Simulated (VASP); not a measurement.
# BN (P1) in VASP: a series of runs

The runs below take BN through single point, with PBEsol.

Program: VASP 6.6.1. These are calculated values, not measurements. Logs are shortened: lines on timing, memory, paths and dates and some standing lists are left out, and cuts for length are marked.

**1. The cell of the first run**

The typed cell holds 2 atoms: a = 4.112 Å, b = 2.502 Å, c = 3.713 Å, α = 80.29°, β = 36.85°, γ = 62.86°.

**2. Single point, PBEsol (atom 1 (B) moved by (-0.100, +0.000) A along [1 1 0] and z)**

INCAR reads:

```
SYSTEM = BN
PREC     = Accurate       ! precision mode
ENCUT    = 520            ! plane-wave cutoff, eV
EDIFF    = 1E-6           ! SCF threshold, eV
ISMEAR   = 0              ! smearing method
SIGMA    = 0.05           ! smearing width, eV
LREAL    = .FALSE.        ! projectors in reciprocal space
LASPH    = .TRUE.         ! aspherical terms in the spheres
NELM     = 100            ! most SCF steps
ALGO     = Normal         ! electronic algorithm
ISIF     = 2              ! what is computed and relaxed
LWAVE    = .FALSE.        ! write WAVECAR
LCHARG   = .FALSE.        ! write CHGCAR
GGA      = PS             ! functional
NBANDS   = 11             ! bands
```

KPOINTS reads:

```
Automatic mesh
0
G
  12 12 12
  0 0 0
```

POSCAR reads:

```
BN
1.0
    0.0000000000      3.4953158300      2.1660912400
    1.2516321000      0.0000000000      2.1660912400
    1.2516321000      3.4953158300      0.0000000000
B N
1 1
Direct
    0.0181809764     -0.0180836764      0.9615888980
    0.6666513400      0.6666513400      0.3333486600
```

Potentials or basis: VASP PAW PBE potentials, release 64 (B, N).

Command:

```sh
$ cat potpaw_PBE.64/B/POTCAR potpaw_PBE.64/N/POTCAR > POTCAR
$ mpirun -np 1 vasp_std > vasp.out
```

OUTCAR:

```text
SYSTEM = BN
   PREC = Accurate
   ENCUT = 520
   EDIFF = 1E-6
   ISMEAR = 0
   LREAL = .FALSE.
   LASPH = .TRUE.
   NELM = 100
   ISIF = 2
   GGA = PS

 ion  position               nearest neighbor table
   1  0.018  0.982  0.962-   2 1.39   2 1.45   2 1.51
   2  0.667  0.667  0.333-   1 1.39   1 1.45   1 1.51

  LATTYP: Found a face centered orthorhombic cell.
 ALAT       =     2.5032642000
 B/A-ratio  =     1.7306133647
 C/A-ratio  =     2.7926064137

  Lattice vectors:

 A1 = (   0.0000000000,   3.4953158300,   2.1660912400)
 A2 = (  -1.2516321000,   3.4953158300,   0.0000000000)
 A3 = (  -1.2516321000,   0.0000000000,   2.1660912400)

Analysis of symmetry for initial positions (statically):
=====================================================================
 Subroutine PRICEL returns:
 Original cell was already a primitive cell.

 Routine SETGRP: Setting up the symmetry group for a
 face centered orthorhombic supercell.

 Subroutine GETGRP returns: Found  1 space group operations
 (whereof  1 operations were pure point group operations)
 out of a pool of  8 trial point group operations.

The static configuration has the point symmetry C_1 .

Analysis of symmetry for dynamics (positions and initial velocities):
=====================================================================
 Subroutine PRICEL returns:
 Original cell was already a primitive cell.

 Routine SETGRP: Setting up the symmetry group for a
 face centered orthorhombic supercell.

 Subroutine GETGRP returns: Found  1 space group operations
 (whereof  1 operations were pure point group operations)
 out of a pool of  8 trial point group operations.

The dynamic configuration has the point symmetry C_1 .

 Subroutine INISYM returns: Found  1 space group operations
 (whereof  1 operations are pure point group operations),
 and found     1 'primitive' translations

----------------------------------------------------------------------------------------

                                     Primitive cell

  volume of cell :      18.9526

  direct lattice vectors                    reciprocal lattice vectors
     0.000000000  3.495315830  2.166091240    -0.399478409  0.143048590  0.230830535
     1.251632100  0.000000000  2.166091240     0.399478409 -0.143048590  0.230830535
     1.251632100  3.495315830  0.000000000     0.399478409  0.143048590 -0.230830535

  length of vectors
     4.112077822  2.501706252  3.712656147     0.483041027  0.483041027  0.483041027

  position of ions in fractional coordinates (direct lattice)
     0.018180976  0.981916324  0.961588898
     0.666651340  0.666651340  0.333348660

  ion indices of the primitive-cell ions
   primitive index   ion index
                 1           1
                 2           2

----------------------------------------------------------------------------------------

 KPOINTS: Automatic mesh

Automatic generation of k-mesh.
 Grid dimensions read from file:
 generate k-points for:   12   12   12

 Generating k-lattice:

  Cartesian coordinates                     Fractional coordinates (reciprocal lattice)
    -0.033289867  0.011920716  0.019235878     0.083333333  0.000000000  0.000000000
     0.033289867 -0.011920716  0.019235878     0.000000000  0.083333333  0.000000000
     0.033289867  0.011920716 -0.019235878     0.000000000  0.000000000  0.083333333

  Length of vectors
     0.040253419  0.040253419  0.040253419

  Shift w.r.t. Gamma in fractional coordinates (k-lattice)
     0.000000000  0.000000000  0.000000000

 Subroutine IBZKPT returns following result:
 ===========================================

 Found    868 irreducible k-points:

 Following reciprocal coordinates:
            Coordinates               Weight
  0.000000  0.000000  0.000000      1.000000
  0.083333  0.000000 -0.000000      2.000000
 -0.083333 -0.083333 -0.083333      2.000000
  0.000000  0.083333  0.000000      2.000000
 -0.000000 -0.000000  0.083333      2.000000
  0.166667  0.000000 -0.000000      2.000000
[... 16 lines left out ...]
  0.500000  0.500000  0.500000      1.000000
  0.000000  0.500000  0.000000      1.000000
 [... further k-points ...]
   k-points           NKPTS =    868   k-points in BZ     NKDIM =    868   number of bands    NBANDS=     11
   number of dos      NEDOS =    301   number of ions     NIONS =      2
   total plane-waves  NPLWV =  17920
   dimension x,y,z NGX =    32 NGY =   20 NGZ =   28
   dimension x,y,z NGXF=    64 NGYF=   40 NGZF=   56
   ions per type =               1   1
   NGX,Y,Z   is equivalent  to a cutoff of  12.94, 13.29, 12.54 a.u.
   NGXF,Y,Z  is equivalent  to a cutoff of  25.87, 26.58, 25.08 a.u.
 SYSTEM =  BN
   PREC   = accura    normal or accurate (medium, high low for compatibility)
   ISTART =      0    job   : 0-new  1-cont  2-samecut
   ICHARG =      2    charge: 1-file 2-atom 10-const
   ISPIN  =      1    spin polarized calculation?
   LNONCOLLINEAR =      F non collinear calculations
   LSORBIT =      F    spin-orbit coupling
   LASPH  =      T    aspherical Exc in radial PAW
   ENCUT  =  520.0 eV  38.22 Ry    6.18 a.u.   7.65  4.65  6.90*2*pi/ulx,y,z
   NELM   =    100;   NELMIN=  2; NELMDL= -5     # of ELM steps
   EDIFF  = 0.1E-05   stopping-criterion for ELM
   LREAL  =      F    real-space projection
   EDIFFG = 0.1E-04   stopping-criterion for IOM
   NSW    =      0    number of steps for IOM
   IBRION =     -1    ionic relax: 0-MD 1-quasi-New 2-CG
   NFREE  =      0    steps in history (QN), initial steepest desc. (CG)
   ISIF   =      2    stress and relaxation
   ISYM   =      2    0-nonsym 1-usesym 2-fastsym
   POTIM  = 0.5000    time-step for ionic-motion
   TEBEG  =    0.0;   TEEND  =   0.0 temperature during run
   PSTRESS=    0.0 pullay stress
   NELECT =       8.0000    total number of electrons
   NUPDOWN=      -1.0000    fix difference up-down
   EMIN   =  10.00;   EMAX   =-10.00  energy-range for DOS
   EFERMI =   0.00;   METHOD = LEGACY
   ISMEAR =     0;   SIGMA  =   0.05  broadening in eV -4-tet -1-fermi 0-gaus
   EFERMI_NEDOS =   21; number of points for ismear=-14 and -15
   IALGO  =     38    algorithm
   IMIX   =      4    mixing-type and parameters
     AMIX     =   0.40;   BMIX     =  1.00
     AMIX_MAG =   1.60;   BMIX_MAG =  1.00
  volume/ion in A,a.u.               =       9.48        63.95
  Fermi-wavevector in a.u.,A,eV,Ry     =   1.228047  2.320672 20.518928  1.508099
  Thomas-Fermi vector in A             =   2.362987
   LORBIT       =      0    0 simple, 1 ext, 2 COOP (PROOUT), +10 PAW based schemes
   GGA     = PS    functional components
   LHFCALC =     F    Hartree Fock is set to
   AEXX    =    0.0000 exact exchange contribution
   IVDW    =     0    specifies the selected vdW correction
   LEPSILON=     F    determine dielectric tensor
   LRPA    =     F    only Hartree local field effects (RPA)
 non-spin polarized calculation
 Gauss-broadening in eV      SIGMA  =   0.05
  energy-cutoff  :      520.00
  volume of cell :       18.95
 maximum number of plane-waves:       529
   NGX = 15   NGY =  9   NGZ = 13

 number of electron       8.0000000 magnetization

 Free energy of the ion-electron system (eV)
  ---------------------------------------------------
  ext. energy  EPLUGINS =         0.00000000
  ---------------------------------------------------
  free energy    TOTEN  =       -18.14737440 eV

  energy without entropy =      -18.14737440  energy(sigma->0) =      -18.14737440

 E-fermi :   2.1680     XC(G=0):  -9.9677

 val. band max:        1.8543868504   @ k =   0.5000  -0.3333   0.1667
 cond. band min:       5.6146837390   @ k =   0.0000   0.5000   0.5000
 fundamental gap:      3.7602968886
 Fermi energy:         2.1679904788

 k-point     1 :       0.0000    0.0000    0.0000
  band No.  band energies     occupation
      1     -15.9258      2.00000
      2      -2.6107      2.00000
      3      -0.2648      2.00000
      4       1.3506      2.00000
      5       6.4858      0.00000
      6      12.3316      0.00000
      7      14.4467      0.00000
      8      14.9031      0.00000
      9      16.3998      0.00000
     10      27.2238      0.00000
     11      28.3607      0.00000

 k-point     2 :       0.0833    0.0000   -0.0000
  band No.  band energies     occupation
      1     -15.7895      2.00000
      2      -2.4738      2.00000
      3      -0.7387      2.00000
      4       1.0189      2.00000
      5       6.7880      0.00000
      6      12.8600      0.00000
      7      14.1953      0.00000
      8      14.4724      0.00000
      9      16.9532      0.00000
     10      26.9731      0.00000
     11      27.6643      0.00000

 k-point     3 :      -0.0833   -0.0833   -0.0833
  band No.  band energies     occupation
      1     -15.7843      2.00000
      2      -2.4815      2.00000
      3      -0.5087      2.00000
      4       0.7254      2.00000
      5       6.8056      0.00000
      6      12.4264      0.00000
      7      14.4664      0.00000
      8      15.0025      0.00000
      9      16.7455      0.00000
     10      26.5993      0.00000
     11      27.6305      0.00000

 k-point     4 :       0.0000    0.0833    0.0000
  band No.  band energies     occupation
      1     -15.7843      2.00000
      2      -2.4813      2.00000
      3      -0.5090      2.00000
      4       0.7243      2.00000
      5       6.8091      0.00000
      6      12.4308      0.00000
      7      14.4691      0.00000
      8      14.9975      0.00000
      9      16.7364      0.00000
     10      26.6218      0.00000
     11      27.6232      0.00000
[... 239 lines left out ...]
 k-point    22 :       0.5000    0.0000    0.0000
  band No.  band energies     occupation
      1     -12.8081      2.00000
      2      -7.1953      2.00000
      3      -1.9160      2.00000
      4       1.1071      2.00000
      5       5.9085      0.00000
      6      11.7387      0.00000
      7      14.9965      0.00000
      8      17.4514      0.00000
      9      21.8656      0.00000
     10      22.6866      0.00000
     11      25.4504      0.00000

 k-point    23 :       0.5000    0.5000    0.5000
  band No.  band energies     occupation
      1     -12.6315      2.00000
      2      -6.9667      2.00000
      3      -2.6433      2.00000
      4       0.6688      2.00000
      5       6.7295      0.00000
      6      11.5571      0.00000
      7      15.0705      0.00000
      8      17.6138      0.00000
      9      21.1343      0.00000
     10      23.6340      0.00000
     11      24.9568      0.00000

 k-point    24 :       0.0000    0.5000    0.0000
  band No.  band energies     occupation
      1     -12.6322      2.00000
      2      -6.9618      2.00000
      3      -2.6437      2.00000
      4       0.6012      2.00000
      5       7.0047      0.00000
      6      11.4646      0.00000
      7      14.8991      0.00000
      8      17.2805      0.00000
      9      20.8930      0.00000
     10      23.5830      0.00000
     11      25.3001      0.00000

 [... further k-points ...]
[... 5 lines left out ...]
  --------------------------------------------------------------------------------------
  -------------------------------------------------------------------------------------
  Total        0.5246619     -0.0651851      0.3603313     -0.2078577      0.0326492     -0.9398921
  in kB       44.3527227     -5.5104756     30.4608979    -17.5714233      2.7600280    -79.4545439
  external PRESSURE =      23.1010483 kB  Pullay stress =       0.0000000 kB

 VOLUME and BASIS-vectors are now :
 -----------------------------------------------------------------------------
  energy-cutoff  :      520.00
  volume of cell :       18.95
      direct lattice vectors                 reciprocal lattice vectors
     0.000000000  3.495315830  2.166091240    -0.399478409  0.143048590  0.230830535
     1.251632100  0.000000000  2.166091240     0.399478409 -0.143048590  0.230830535
     1.251632100  3.495315830  0.000000000     0.399478409  0.143048590 -0.230830535

 POSITION                                       TOTAL-FORCE (eV/Angst)
 -----------------------------------------------------------------------------------
      2.43255      3.42461      2.16630         2.940113      0.879160     -0.314716
      1.25163      3.49532      2.88806        -2.940113     -0.879160      0.314716
 -----------------------------------------------------------------------------------
    total drift:                               -0.000119      0.000034     -0.000048

  FREE ENERGIE OF THE ION-ELECTRON SYSTEM (eV)
  ---------------------------------------------------
  free  energy   TOTEN  =       -18.1473743987 eV

  energy  without entropy=      -18.1473743987  energy(sigma->0) =      -18.14737440
```

Wall time 2.4 min (1 thread of Intel Xeon 6975P-C (Granite Rapids), shared host); peak memory 0.29 GiB.

Results:

```yaml
Free_energy: -18.1474 eV
Pressure: 2.3 GPa
Largest_force: 3.085 eV/Å
Band_gap_on_the_k_mesh: 3.76 eV, indirect (least direct gap 4.55 eV)
```

Forces in eV/Å, atoms in the order of the input:
```
B    2.940  0.879 -0.315
N   -2.940 -0.879  0.315
```

Caveat: the cell differs from its parent crystal (atom 1 (B) moved by (-0.100, +0.000) A along [1 1 0] and z); the PAW data sets were made with another functional, which shifts forces and pressure a little. A k mesh can miss the band edges.

**3. Single point, PBEsol (atom 1 (B) moved by (-0.100, +0.200) A along [1 1 0] and z)**

INCAR reads:

```
  ALGO = Normal
  EDIFF = 1E-7
  ENCUT = 520
  GGA = PS
  ISIF = 2
  ISMEAR = 0
  LASPH = True
  LCHARG = False
  LREAL = False
  LWAVE = False
  NBANDS = 11
  NELM = 100
  PREC = Accurate
  SIGMA = 0.05
```

KPOINTS reads:

```
k-points
0
Gamma
  12 12 12
```

POSCAR: that of step 2 with these lines changed.

```diff
@@ -8,3 +8,3 @@
 Direct
-    0.0181809764     -0.0180836764      0.9615888980
+    0.0643470834      0.0280824306      0.9154227910
     0.6666513400      0.6666513400      0.3333486600
```

Potentials or basis: VASP PAW PBE potentials, release 64 (B, N).

Command:

```sh
$ cat potpaw_PBE.64/B/POTCAR potpaw_PBE.64/N/POTCAR > POTCAR
$ mpirun -np 1 vasp_std > vasp.out
```

Wall time 2.7 min (1 thread of Intel Xeon 6975P-C (Granite Rapids), shared host); peak memory 0.29 GiB.

The run converged. Its results:

- Free energy: -17.4203 eV
- Pressure: 14.8 GPa
- Largest force: 7.871 eV/Å
- Band gap on the k mesh: 2.60 eV, indirect (least direct gap 3.63 eV)

Forces in eV/Å, atoms in the order of the input:
```
B    4.966  0.650 -6.071
N   -4.966 -0.650  6.071
```

Stress tensor (GPa, compression positive):
```
 43.49  -2.96 -12.94
 -2.96  -0.60   3.70
-12.94   3.70   1.56
```

Levels at points of the mesh, in eV from the valence-band top:
```csv
k point,band 2,band 3,band 4,band 5,band 6,band 7
"(0.00, 0.00, 0.00)",-5.55,-4.66,-0.02,3.61,7.84,12.22
"(0.50, 0.00, 0.00)",-10.15,-4.09,-1.58,2.60,8.35,11.95
"(0.50, 0.50, 0.50)",-10.07,-4.30,-1.96,3.25,7.28,12.14
"(0.00, 0.50, 0.00)",-10.07,-4.30,-2.03,3.46,7.27,12.02
"(0.00, 0.00, 0.50)",-10.15,-4.09,-1.62,2.67,8.32,12.08
"(0.50, 0.50, 0.00)",-9.61,-6.41,-2.29,6.51,7.98,11.44
"(0.50, 0.00, 0.50)",-7.22,-4.68,0.00,7.66,8.44,10.94
"(0.00, 0.50, 0.50)",-9.42,-6.44,-3.24,4.29,8.54,12.84
```

Caveat: the cell differs from its parent crystal (atom 1 (B) moved by (-0.100, +0.200) A along [1 1 0] and z); the PAW data sets were made with another functional, which shifts forces and pressure a little. A k mesh can miss the band edges.
